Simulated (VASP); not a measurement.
Here is a VASP 6.6.1 calculation.

File INCAR:

```
SYSTEM = PbS
ALGO = Normal
EDIFF = 1E-6
ENCUT = 520
ISIF = 2
ISMEAR = 0
LASPH = .TRUE.
LCHARG = .FALSE.
LREAL = .FALSE.
LWAVE = .FALSE.
NBANDS = 17
NELM = 60
PREC = Accurate
SIGMA = 0.03
```

File KPOINTS:

```
k-points
0
G
  10 10 10
  0 0 0
```

File POSCAR:

```
PbS
1.0
    0.0000000000      3.1039102500      3.1039102500
    2.9650000000      0.1389102500      2.9650000000
    2.9650000000      2.9650000000      0.1389102500
Pb S
1 1
Direct
    0.0000000000      0.0000000000      0.0000000000
    0.5000000000      0.5000000000      0.5000000000
```

Potentials or basis: VASP PAW LDA potentials, release 64 (Pb_d, S).

The run is started by

```bash
$ cat potpaw_LDA.64/Pb_d/POTCAR potpaw_LDA.64/S/POTCAR > POTCAR
$ mpirun -np 1 vasp_std > vasp.out
```

(1) Estimate the band gap on the k mesh.

(2) Predict the pressure.

Results:

(1) zero (band 10 reaches 5.80 eV, above the bottom of band 11 at 5.52 eV).

(2) -2.6 GPa.

Caveat: the cell differs from its parent crystal (strain +0.0937 x Voigt [0, 0, 0, 1, 0, 0]); spin-orbit coupling is left out, which moves the levels of the heavy elements.
